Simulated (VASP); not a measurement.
Input of a VASP 6.6.1 run:

Contents of POSCAR:

```
GaN
1.0
    3.3263378626      0.0000000000      0.0000000000
   -1.6631689313      2.7566441058      0.0000000000
    0.0000000000      0.0000000000      5.1835962460
Ga N
2 2
Direct
    0.3333333333      0.6666666667      0.9991101048
    0.6666666667      0.3333333333      0.4991101048
    0.3333333333      0.6666666667      0.3758898952
    0.6666666667      0.3333333333      0.8758898952
```

The input INCAR.step1:

```
PREC     = Accurate       # precision mode
ENCUT    = 520            # plane-wave cutoff, eV
ISMEAR   = 0              # smearing method
SIGMA    = 0.05           # smearing width, eV
LREAL    = False          # projectors in reciprocal space
LASPH    = True           # aspherical terms in the spheres
NELM     = 100            # most SCF steps
NBANDS   = 26             # bands
GGA      = PE             # functional
ALGO     = Normal         # electronic algorithm
EDIFF    = 1E-4           # SCF threshold, eV
LWAVE    = True           # write WAVECAR
LCHARG   = False          # write CHGCAR
```

The input INCAR.step2:

```
PREC     = Accurate       # precision mode
ENCUT    = 520            # plane-wave cutoff, eV
EDIFF    = 1E-6           # SCF threshold, eV
ISMEAR   = 0              # smearing method
SIGMA    = 0.05           # smearing width, eV
LREAL    = False          # projectors in reciprocal space
LASPH    = True           # aspherical terms in the spheres
NELM     = 100            # most SCF steps
ALGO     = Normal         # electronic algorithm
ISIF     = 2              # what is computed and relaxed
LWAVE    = False          # write WAVECAR
LCHARG   = True           # write CHGCAR
METAGGA  = R2SCAN         # meta-GGA
LMIXTAU  = True         
LELF     = True           # ELF
LVHAR    = True         
NBANDS   = 26             # bands
ISTART   = 1
```

Contents of KPOINTS:

```
regular mesh
0
Gamma
  12 12 6
```

Potentials or basis: VASP PAW PBE potentials, release 64 (Ga_d, N).

The run is started by

```bash
$ cat potpaw_PBE.64/Ga_d/POTCAR potpaw_PBE.64/N/POTCAR > POTCAR
$ cp INCAR.step1 INCAR
$ mpirun -np 1 vasp_std > vasp.out
$ cp INCAR.step2 INCAR
$ mpirun -np 1 vasp_std > vasp.out
```

Q: Predict the pressure.

A: -6.6 GPa.

Q: Predict the band gap on the k mesh.

A: 1.99 eV, direct.

Q: Predict the largest force.

A: 0.391 eV/Å.

Forces on the atoms (eV/Å):
```
Ga   0.000 -0.285 -0.173
Ga   0.000  0.285 -0.173
N    0.000 -0.351  0.173
N    0.000  0.351  0.173
```

Caveat: the cell differs from its parent crystal (strain +0.0450 x Voigt [1, 0, 0, 0, 0, 0]); the PAW data sets were made with another functional, which shifts forces and pressure a little.
